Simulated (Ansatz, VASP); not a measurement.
# GaF in VASP and in Ansatz

```
Ga F
1.0
     3.16592    0.00000    0.00000
     0.00000    3.16592    0.00000
     0.00000    0.00000    3.16592
Ga F
1 1
Direct
  0.00000 0.00000 0.00000
  0.50000 0.50000 0.50000
```

Alike in both runs: functional r2SCAN; k mesh 5 × 5 × 5; occupations fermi-dirac, width 0.05 eV; no spin polarisation.

|  | VASP | Ansatz |
| --- | --- | --- |
| version | VASP 6.6.1 | Ansatz 0.2.0 |
| potentials or method | VASP PAW PBE potentials, release 64 (Ga_d, F) | Ansatz PAW |
| plane-wave cutoff (eV) | 520 | 500 |
| valence electrons in the cell | 20 | 20 |
| task | single point | projected density of states |

Ansatz gave:

```
gap on the k mesh at the Fermi level (eV) : 2.53
least direct gap on the mesh (eV)         : 3.08
pressure (GPa)                            : -2.1
```

Task: Estimate VASP's values.

Result: gap on the k mesh at the Fermi level (eV): 2.54; least direct gap on the mesh (eV): 3.08; pressure (GPa): -2.3.

VASP's potentials were made for PBE, not for r2SCAN. With one functional, cell and mesh, what is left measures potentials, basis and numerics.

Noted on Ansatz's run: odd divisions of the mesh miss points on the zone boundary, where band edges often lie, so the gap on the mesh can be too wide.
